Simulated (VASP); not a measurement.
# Ga (C2/c) in VASP: further runs

The runs below take Ga through single point, with revPBE.

Program: VASP 6.6.1. These are calculated values, not measurements. Logs are shortened: lines on timing, memory, paths and dates and some standing lists are left out, and cuts for length are marked.

### Step 1. The cell of the first run

The structure is monoclinic, space group C2/c (No. 15). Conventional cell: a = 2.796 Å, b = 6.851 Å, c = 4.066 Å, α = 90.00°, β = 99.43°, γ = 90.00°. Ga (site symmetry 2) has 14 Ga at 2.76 to 3.70 Å within 3.7 Å.

### Step 2. Single point, revPBE (19.21 Å³/atom)

File INCAR:

```
SYSTEM = Ga
  PREC = Accurate
  ENCUT = 520
  EDIFF = 1E-6
  ISMEAR = -1
  SIGMA = 0.1
  LREAL = .False.
  LASPH = .True.
  NELM = 60
  ALGO = Normal
  ISIF = 2
  LWAVE = .False.
  LCHARG = .False.
  GGA = RE
  NBANDS = 20
```

File KPOINTS:

```
regular mesh
0
Gamma
  15 15 9
  0 0 0
```

File POSCAR:

```
Ga
1.0
   -2.5164434862      2.3277186925      1.3917552538
    2.3277186925     -2.5164434862      1.3917552538
    2.9670730379      2.9670730379     -1.7374050591
Ga
2
Direct
    0.9892656099      0.0107343901      0.0000000000
    0.7607343901      0.2392656099      0.5000000000
```

Potentials or basis: VASP PAW PBE potentials, release 64 (Ga_d).

The run is started by

```console
$ cat potpaw_PBE.64/Ga_d/POTCAR > POTCAR
$ mpirun -np 1 vasp_std > vasp.out
```

OUTCAR:

```text
SYSTEM = Ga
   PREC = Accurate
   ENCUT = 520
   EDIFF = 1E-6
   ISMEAR = -1
   LREAL = .False.
   LASPH = .True.
   NELM = 60
   ISIF = 2
   GGA = RE

 ion  position               nearest neighbor table
   1  0.989  0.011  0.000-   2 2.76   2 2.76   2 2.76   2 2.76
   2  0.761  0.239  0.500-   1 2.76   1 2.76   1 2.76   1 2.76

  Warning from LATTYP: Got some problem with cell dimensions!
  Tried to take original basis but could not verify dimensions!
  LATTYP: Found a base centered monoclinic cell.
 ALAT       =     2.7962769608
 B/A-ratio  =     2.4499289403
 C/A-ratio  =     1.4540946856
 COS(beta)  =    -0.1638690320

  Lattice vectors:

 A1 = (   2.5164434862,  -2.3277186925,  -1.3917552538)
 A2 = (  -2.3277186925,   2.5164434862,  -1.3917552538)
 A3 = (   2.7783482442,   2.7783482442,   1.0461054485)

Analysis of symmetry for initial positions (statically):
=====================================================================
 Subroutine PRICEL returns:
 Original cell was already a primitive cell.

 Routine SETGRP: Setting up the symmetry group for a
 base centered monoclinic supercell.

 Subroutine GETGRP returns: Found  4 space group operations
 (whereof  2 operations were pure point group operations)
 out of a pool of  4 trial point group operations.

The static configuration has the point symmetry C_2 .
 The point group associated with its full space group is C_2h.

Analysis of symmetry for dynamics (positions and initial velocities):
=====================================================================
 Subroutine PRICEL returns:
 Original cell was already a primitive cell.

 Routine SETGRP: Setting up the symmetry group for a
 base centered monoclinic supercell.

 Subroutine GETGRP returns: Found  4 space group operations
 (whereof  2 operations were pure point group operations)
 out of a pool of  4 trial point group operations.

The dynamic configuration has the point symmetry C_2 .
 The point group associated with its full space group is C_2h.

 Subroutine INISYM returns: Found  4 space group operations
 (whereof  2 operations are pure point group operations),
 and found     1 'primitive' translations

----------------------------------------------------------------------------------------

                                     Primitive cell

  volume of cell :      38.4190

  direct lattice vectors                    reciprocal lattice vectors
    -2.516443486  2.327718692  1.391755254     0.006315683  0.212749729  0.374111422
     2.327718692 -2.516443486  1.391755254     0.212749729  0.006315683  0.374111422
     2.967073038  2.967073038 -1.737405059     0.175483222  0.175483222  0.023795876

  length of vectors
     3.699695233  3.699695233  4.541543919     0.430420366  0.430420366  0.249308978

  position of ions in fractional coordinates (direct lattice)
     0.989265610  0.010734390  0.000000000
     0.760734390  0.239265610  0.500000000

  ion indices of the primitive-cell ions
   primitive index   ion index
                 1           1
                 2           2

----------------------------------------------------------------------------------------

 KPOINTS: regular mesh

Automatic generation of k-mesh.
 Grid dimensions read from file:
 generate k-points for:   15   15    9

 Generating k-lattice:

  Cartesian coordinates                     Fractional coordinates (reciprocal lattice)
     0.000421046  0.014183315  0.024940761     0.066666667  0.000000000 -0.000000000
     0.014183315  0.000421046  0.024940761     0.000000000  0.066666667 -0.000000000
     0.019498136  0.019498136  0.002643986    -0.000000000 -0.000000000  0.111111111

  Length of vectors
     0.028694691  0.028694691  0.027700998

  Shift w.r.t. Gamma in fractional coordinates (k-lattice)
     0.000000000  0.000000000  0.000000000

 Subroutine IBZKPT returns following result:
 ===========================================

 Found    544 irreducible k-points:

 Following reciprocal coordinates:
            Coordinates               Weight
  0.000000  0.000000  0.000000      1.000000
  0.066667 -0.000000 -0.000000      4.000000
  0.133333 -0.000000  0.000000      4.000000
  0.200000 -0.000000  0.000000      4.000000
  0.266667 -0.000000  0.000000      4.000000
  0.333333 -0.000000 -0.000000      4.000000
[... 16 lines left out ...]
  0.133333  0.133333 -0.000000      2.000000
  0.200000  0.133333  0.000000      4.000000
 [... further k-points ...]
   k-points           NKPTS =    544   k-points in BZ     NKDIM =    544   number of bands    NBANDS=     20
   number of dos      NEDOS =    301   number of ions     NIONS =      2
   total plane-waves  NPLWV =  28224
   dimension x,y,z NGX =    28 NGY =   28 NGZ =   36
   dimension x,y,z NGXF=    56 NGYF=   56 NGZF=   72
   ions per type =               2
   NGX,Y,Z   is equivalent  to a cutoff of  12.58, 12.58, 13.18 a.u.
   NGXF,Y,Z  is equivalent  to a cutoff of  25.16, 25.16, 26.36 a.u.
 SYSTEM =  Ga
   PREC   = accura    normal or accurate (medium, high low for compatibility)
   ISTART =      0    job   : 0-new  1-cont  2-samecut
   ICHARG =      2    charge: 1-file 2-atom 10-const
   ISPIN  =      1    spin polarized calculation?
   LNONCOLLINEAR =      F non collinear calculations
   LSORBIT =      F    spin-orbit coupling
   LASPH  =      T    aspherical Exc in radial PAW
   ENCUT  =  520.0 eV  38.22 Ry    6.18 a.u.   6.88  6.88  8.44*2*pi/ulx,y,z
   NELM   =     60;   NELMIN=  2; NELMDL= -5     # of ELM steps
   EDIFF  = 0.1E-05   stopping-criterion for ELM
   LREAL  =      F    real-space projection
   EDIFFG = 0.1E-04   stopping-criterion for IOM
   NSW    =      0    number of steps for IOM
   IBRION =     -1    ionic relax: 0-MD 1-quasi-New 2-CG
   NFREE  =      0    steps in history (QN), initial steepest desc. (CG)
   ISIF   =      2    stress and relaxation
   ISYM   =      2    0-nonsym 1-usesym 2-fastsym
   POTIM  = 0.5000    time-step for ionic-motion
   TEBEG  =    0.0;   TEEND  =   0.0 temperature during run
   PSTRESS=    0.0 pullay stress
   NELECT =      26.0000    total number of electrons
   NUPDOWN=      -1.0000    fix difference up-down
   EMIN   =  10.00;   EMAX   =-10.00  energy-range for DOS
   EFERMI =   0.00;   METHOD = LEGACY
   ISMEAR =    -1;   SIGMA  =   0.10  broadening in eV -4-tet -1-fermi 0-gaus
   EFERMI_NEDOS =   21; number of points for ismear=-14 and -15
   IALGO  =     38    algorithm
   IMIX   =      4    mixing-type and parameters
     AMIX     =   0.40;   BMIX     =  1.00
     AMIX_MAG =   1.60;   BMIX_MAG =  1.00
  volume/ion in A,a.u.               =      19.21       129.63
  Fermi-wavevector in a.u.,A,eV,Ry     =   1.437311  2.716123 28.107756  2.065862
  Thomas-Fermi vector in A             =   2.556402
   LORBIT       =      0    0 simple, 1 ext, 2 COOP (PROOUT), +10 PAW based schemes
   GGA     = RE    functional components
   LHFCALC =     F    Hartree Fock is set to
   AEXX    =    0.0000 exact exchange contribution
   IVDW    =     0    specifies the selected vdW correction
   LEPSILON=     F    determine dielectric tensor
   LRPA    =     F    only Hartree local field effects (RPA)
 non-spin polarized calculation
  energy-cutoff  :      520.00
  volume of cell :       38.42
 maximum number of plane-waves:      1048
   NGX = 13   NGY = 13   NGZ = 17

 number of electron      26.0000001 magnetization

 Free energy of the ion-electron system (eV)
  ---------------------------------------------------
  ext. energy  EPLUGINS =         0.00000000
  ---------------------------------------------------
  free energy    TOTEN  =        -5.15953946 eV

  energy without entropy =       -5.13394482  energy(sigma->0) =       -5.14674214

 E-fermi :   5.3883     XC(G=0): -10.7864

 val. band max:        5.3842664004   @ k =  -0.0667  -0.2667   0.4444
 cond. band min:       5.3945928560   @ k =   0.4000   0.4000  -0.0000
 fundamental gap:      0.0103264557
 Fermi energy:         5.3882893925

 k-point     1 :       0.0000    0.0000    0.0000
  band No.  band energies     occupation
      1      -9.7171      2.00000
      2      -9.6640      2.00000
      3      -9.6509      2.00000
      4      -9.6507      2.00000
      5      -9.4018      2.00000
      6      -9.3940      2.00000
[... 12 lines left out ...]
     19      16.7791      0.00000
     20      18.5470      0.00000

 k-point     2 :       0.0667   -0.0000   -0.0000
  band No.  band energies     occupation
      1      -9.7166      2.00000
      2      -9.6535      2.00000
      3      -9.6438      2.00000
      4      -9.6283      2.00000
      5      -9.4192      2.00000
      6      -9.4107      2.00000
[... 12 lines left out ...]
     19      15.8627      0.00000
     20      19.0068      0.00000

 k-point     3 :       0.1333   -0.0000    0.0000
  band No.  band energies     occupation
      1      -9.7080      2.00000
      2      -9.6327      2.00000
      3      -9.6138      2.00000
      4      -9.5770      2.00000
      5      -9.4524      2.00000
      6      -9.4373      2.00000
[... 12 lines left out ...]
     19      15.8536      0.00000
     20      17.3984      0.00000

 k-point     4 :       0.2000   -0.0000    0.0000
  band No.  band energies     occupation
      1      -9.6895      2.00000
      2      -9.6062      2.00000
      3      -9.5783      2.00000
      4      -9.5214      2.00000
      5      -9.4742      2.00000
      6      -9.4662      2.00000
[... 12 lines left out ...]
     19      15.2389      0.00000
     20      15.6818      0.00000

 k-point     5 :       0.2667   -0.0000    0.0000
  band No.  band energies     occupation
      1      -9.6684      2.00000
      2      -9.5887      2.00000
      3      -9.5628      2.00000
      4      -9.5199      2.00000
      5      -9.4802      2.00000
      6      -9.4426      2.00000
[... 12 lines left out ...]
     19      14.3378      0.00000
     20      14.9386      0.00000
[... 353 lines left out ...]
      6      -9.4049      2.00000
[... 12 lines left out ...]
     19      16.3366      0.00000
     20      19.5229      0.00000

 k-point    22 :      -0.0667    0.0667    0.0000
  band No.  band energies     occupation
      1      -9.7137      2.00000
      2      -9.6707      2.00000
      3      -9.6542      2.00000
      4      -9.6372      2.00000
      5      -9.4055      2.00000
      6      -9.3967      2.00000
[... 12 lines left out ...]
     19      17.1400      0.00000
     20      18.8150      0.00000

 k-point    23 :       0.1333    0.1333   -0.0000
  band No.  band energies     occupation
      1      -9.6743      2.00000
      2      -9.5813      2.00000
      3      -9.5709      2.00000
      4      -9.5255      2.00000
      5      -9.4778      2.00000
      6      -9.4464      2.00000
[... 12 lines left out ...]
     19      12.8203      0.00000
     20      15.6373      0.00000

 k-point    24 :       0.2000    0.1333    0.0000
  band No.  band energies     occupation
      1      -9.6585      2.00000
      2      -9.5995      2.00000
      3      -9.5531      2.00000
      4      -9.5467      2.00000
      5      -9.4572      2.00000
      6      -9.4527      2.00000
[... 12 lines left out ...]
     19      14.0312      0.00000
     20      15.0087      0.00000

 [... further k-points ...]
[... 5 lines left out ...]
  --------------------------------------------------------------------------------------
  -------------------------------------------------------------------------------------
  Total        0.5857741      0.5857741      0.4926215      0.0527887      0.0041130      0.0041131
  in kB       24.4283879     24.4283879     20.5436670      2.2014322      0.1715242      0.1715268
  external PRESSURE =      23.1334809 kB  Pullay stress =       0.0000000 kB

 VOLUME and BASIS-vectors are now :
 -----------------------------------------------------------------------------
  energy-cutoff  :      520.00
  volume of cell :       38.42
      direct lattice vectors                 reciprocal lattice vectors
    -2.516443486  2.327718692  1.391755254     0.006315683  0.212749729  0.374111422
     2.327718692 -2.516443486  1.391755254     0.212749729  0.006315683  0.374111422
     2.967073038  2.967073038 -1.737405059     0.175483222  0.175483222  0.023795876

 POSITION                                       TOTAL-FORCE (eV/Angst)
 -----------------------------------------------------------------------------------
     -2.46444      2.27572      1.39176        -0.000977      0.000977      0.000000
      0.12613      2.65221      0.52305         0.000977     -0.000977     -0.000000
 -----------------------------------------------------------------------------------
    total drift:                                0.000000      0.000000     -0.000000

  FREE ENERGIE OF THE ION-ELECTRON SYSTEM (eV)
  ---------------------------------------------------
  free  energy   TOTEN  =        -5.1595394554 eV

  energy  without entropy=       -5.1339448220  energy(sigma->0) =       -5.14674214
```

It took 3.3 min on 1 thread of AMD EPYC 9R45 (Zen 5), shared host; peak memory 0.4 GiB.

What came out:

```
Free energy            : -5.1595 eV
Pressure               : 2.3 GPa
Band gap on the k mesh : zero (bands 13 and 14 overlap by 7.92 eV)
```

Stress tensor (GPa, compression positive):
```
2.44 0.22 0.02
0.22 2.44 0.02
0.02 0.02 2.05
```

Caveat: the PAW data sets were made with another functional, which shifts forces and pressure a little.

### Step 3. Single point, revPBE (20.01 Å³/atom)

This run uses another cell than the first one, of 20.01 Å³/atom.

File INCAR:

```
SYSTEM = Ga
PREC     = Accurate       ! precision mode
ENCUT    = 520            ! plane-wave cutoff, eV
EDIFF    = 1E-7           ! SCF threshold, eV
ISMEAR   = -1             ! smearing method
SIGMA    = 0.1            ! smearing width, eV
LREAL    = .False.        ! projectors in reciprocal space
LASPH    = .True.         ! aspherical terms in the spheres
NELM     = 80             ! most SCF steps
ALGO     = Normal         ! electronic algorithm
ISIF     = 2              ! what is computed and relaxed
LWAVE    = .False.        ! write WAVECAR
LCHARG   = .False.        ! write CHGCAR
GGA      = RE             ! functional
NBANDS   = 20             ! bands
```

File KPOINTS:

```
Automatic mesh
0
Gamma
  15 15 9
  0 0 0
```

File POSCAR:

```
Ga
1.0
   -2.5509195989      2.3596092127      1.4108227637
    2.3596092127     -2.5509195989      1.4108227637
    3.0077229253      3.0077229253     -1.7612080863
Ga
2
Direct
    0.9892656099      0.0107343901      0.0000000000
    0.7607343901      0.2392656099      0.5000000000
```

Potentials or basis: VASP PAW PBE potentials, release 64 (Ga_d).

The run is started by

```console
$ cat potpaw_PBE.64/Ga_d/POTCAR > POTCAR
$ mpirun -np 1 vasp_std > vasp.out
```

Wall time 11 min (1 thread of Intel Xeon 8259CL, shared host); peak memory 0.45 GiB.

It converged, with:

* Free energy: -5.1719 eV
* Pressure: 0.3 GPa
* Band gap on the k mesh: zero (bands 13 and 14 overlap by 7.60 eV)

Forces on the atoms (eV/Å):
```
Ga   0.001 -0.001  0.000
Ga  -0.001  0.001  0.000
```

Stress tensor (GPa, compression positive):
```
 0.43  0.25 -0.05
 0.25  0.43 -0.05
-0.05 -0.05 -0.01
```

Levels at points of the mesh, in eV from the Fermi level:
```tsv
k point	band 11	band 12	band 13	band 14	band 15	band 16
(0.00, 0.00, 0.00)	-10.61	-1.64	-1.55	1.26	4.94	9.50
```

Caveat: the PAW data sets were made with another functional, which shifts forces and pressure a little.

### Step 4. Single point, revPBE (20.81 Å³/atom)

This run uses another cell than the first one, of 20.81 Å³/atom.

File INCAR:

```
PREC     = Accurate       # precision mode
ENCUT    = 520            # plane-wave cutoff, eV
EDIFF    = 1E-6           # SCF threshold, eV
ISMEAR   = -1             # smearing method
SIGMA    = 0.1            # smearing width, eV
LREAL    = F              # projectors in reciprocal space
LASPH    = T              # aspherical terms in the spheres
NELM     = 100            # most SCF steps
ALGO     = Normal         # electronic algorithm
ISIF     = 2              # what is computed and relaxed
LWAVE    = F              # write WAVECAR
LCHARG   = F              # write CHGCAR
GGA      = RE             # functional
NBANDS   = 20             # bands
```

File KPOINTS:

```
regular mesh
0
Gamma
  15 15 9
```

File POSCAR:

```
Ga
1.0
   -2.5844881800      2.3906602632      1.4293883502
    2.3906602632     -2.5844881800      1.4293883502
    3.0473027659      3.0473027659     -1.7843845347
Ga
2
Direct
    0.9892656099      0.0107343901      0.0000000000
    0.7607343901      0.2392656099      0.5000000000
```

The run is started by

```console
$ cat potpaw_PBE.64/Ga_d/POTCAR > POTCAR
$ mpirun -np 1 vasp_std > vasp.out
```

It took 9.6 min on 1 thread of Intel Xeon 8259CL, shared host; peak memory 0.46 GiB.

It converged, with:

```yaml
Free_energy: -5.1666 eV
Pressure: -1.2 GPa
Largest_force: 0.005 eV/Å
Band_gap_on_the_k_mesh: zero (bands 13 and 14 overlap by 7.31 eV)
```

Forces on the atoms (eV/Å):
```
Ga   0.004 -0.004  0.000
Ga  -0.004  0.004  0.000
```

Stress tensor (GPa, compression positive):
```
-1.08  0.26 -0.10
 0.26 -1.08 -0.10
-0.10 -0.10 -1.53
```

Levels at points of the mesh, in eV from the Fermi level:
```
           k point  band 9  band 10  band 11  band 12  band 13  band 14  band 15  band 16  band 17  band 18
(0.00, 0.00, 0.00)  -14.69   -14.60   -10.34    -1.68    -1.54     1.26     4.90     9.19     9.87     9.87
```

Caveat: the PAW data sets were made with another functional, which shifts forces and pressure a little.

### Step 5. Overview

| cell | gap on the mesh (eV) | pressure (GPa) |
| --- | --- | --- |
| a = 3.700, b = 3.700, c = 4.542 Å, angles 100.2, 100.2, 135.6°, 2 atoms | none | 2.3 |
| a = 3.750, b = 3.750, c = 4.604 Å, angles 100.2, 100.2, 135.6°, 2 atoms | none | 0.3 |
| a = 3.800, b = 3.800, c = 4.664 Å, angles 100.2, 100.2, 135.6°, 2 atoms | none | -1.2 |

Alike in all rows: task single point; level revPBE; potentials or basis VASP PAW PBE potentials, release 64 (Ga_d); no spin polarisation; k mesh 15 × 15 × 9; cutoff (eV) 520; smearing fermi-dirac 0.1 eV.

Caveats: the PAW data sets were made with another functional, which shifts forces and pressure a little.

Total energies depend on the potentials used, so only differences within one code and one set of settings carry meaning.
